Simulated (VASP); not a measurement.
Al3VN4, 8 atoms in the cell. It takes space group P4/mmm (No. 123, tetragonal). The conventional cell has a = 2.865 Å, b = 2.865 Å, c = 8.363 Å, α = 90.00°, β = 90.00°, γ = 90.00°. Within 2.7 Å of Al (site symmetry 4mm) lie 6 N at 2.03 to 2.12 Å. Al (site symmetry 4/mmm) has 6 N at 2.03 to 2.04 Å within 2.7 Å. Within 2.7 Å of V (site symmetry 4/mmm) lie 6 N at 2.03 to 2.14 Å. Within 2.7 Å of N (site symmetry 4/mmm) lie 6 Al at 2.03 to 2.06 Å. Within 2.7 Å of N (site symmetry 4mm) lie 5 Al at 2.03 to 2.04 Å and 1 V at 2.14 Å. Within 2.7 Å of N (site symmetry 4/mmm) lie 4 V at 2.03 Å and 2 Al at 2.12 Å. 

| Property | Result |
| --- | --- |
| Program | VASP 6.6.1 |
| Task | single point |
| Functional | PBE |
| Potentials or basis | VASP PAW PBE potentials, release 64 (Al, V_sv, N) |
| Cutoff | 520 eV |
| k mesh | 6 × 6 × 2 |
| Occupations | gaussian, width 0.1 eV |
| Spin | collinear spin, ferromagnetic start |
| Starting moments | [0.0, 0.0, 0.0, 2.0, 0.0, 0.0, 0.0, 0.0] μB |
| Dipole correction | no |
| Further INCAR settings | ALGO = Normal; EDIFF = 1e-07; NBANDS = 35 |

Potentials or basis: VASP PAW PBE potentials, release 64 (Al, V_sv, N).

Launch:

```bash
$ cat potpaw_PBE.64/Al/POTCAR potpaw_PBE.64/V_sv/POTCAR potpaw_PBE.64/N/POTCAR > POTCAR
$ mpirun -np 1 vasp_std > vasp.out
```

Hardware: 1 thread of Intel(R) Xeon(R) Platinum 8488C (Sapphire Rapids) (shared host).

Problem. How long does it take, and how much memory?

Solution. Run time: 88 s on 1 thread of Intel(R) Xeon(R) Platinum 8488C (Sapphire Rapids), on a shared host, peak memory 0.24 GiB. Counts: scf iterations 19, k points 20.
